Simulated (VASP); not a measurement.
Wanted: the native input for a VASP 6.6.1 run.

```
Task                   : relaxation of cell and atoms
Functional             : PBE
Potentials or basis    : VASP PAW PBE potentials, release 64 (Li_sv, Au)
Cutoff                 : 600 eV
k mesh                 : 10 × 10 × 10
Occupations            : gaussian, width 0.1 eV
Spin                   : no spin polarisation
Dipole correction      : no
Further INCAR settings : ALGO = Fast; EDIFF = 1e-06; IBRION = 2; EDIFFG = -0.01; NSW = 100; ISIF = 3
```

The structure of Li2Au lies in POSCAR:

```
Li2Au
1.0
    0.0000000000      3.5040565957      3.5040565957
    3.5040565957      0.0000000000      3.5040565957
    3.5040565957      3.5040565957      0.0000000000
Li Au
4 2
Direct
    0.6250000000      0.6250000000      0.6250000000
    0.1250000000      0.6250000000      0.6250000000
    0.6250000000      0.6250000000      0.1250000000
    0.6250000000      0.1250000000      0.6250000000
    0.0000000000      0.0000000000      0.0000000000
    0.2500000000      0.2500000000      0.2500000000
```

The input as run:

INCAR

```
SYSTEM = Li2Au
PREC = Accurate ; ENCUT = 600
EDIFF = 1E-6 ; ISMEAR = 0
SIGMA = 0.1 ; LREAL = .FALSE.
LASPH = .TRUE. ; NELM = 80
ALGO = Fast ; ISIF = 3
LWAVE = .FALSE. ; LCHARG = .FALSE.
GGA = PE ; IBRION = 2
NSW = 100 ; EDIFFG = -0.01
```

KPOINTS

```
Automatic mesh
0
G
  10 10 10
  0 0 0
```

Potentials or basis: VASP PAW PBE potentials, release 64 (Li_sv, Au).

Run with:

```sh
$ cat potpaw_PBE.64/Li_sv/POTCAR potpaw_PBE.64/Au/POTCAR > POTCAR
$ mpirun -np 1 vasp_std > vasp.out
```

Results of the run:

```json
{
  "Relaxed volume": "14.44 Å³/atom",
  "Relaxed cell": "a = 4.966 Å, b = 4.966 Å, c = 4.966 Å, α = 60.00°, β = 60.00°, γ = 60.00°",
  "Space group after relaxing (to 0.1 Å)": "Fd-3m (No. 227)",
  "Energy gained by relaxing": "0.0 meV/atom",
  "Ionic steps": "3",
  "Pressure after relaxing": "-0.1 GPa",
  "Band gap on the k mesh": "zero (bands 17 and 18 overlap by 3.76 eV)"
}
```

Caveat: the cutoff is under 1.25 times the usual one of these potentials, so pressure, stress and relaxed cells hold a basis-set (Pulay) error; spin-orbit coupling is left out, which moves the levels of the heavy elements.

Run time: 10 min on 1 thread of Oxide Virtual Turin-like Processor, with other jobs on the host, peak memory 0.26 GiB.
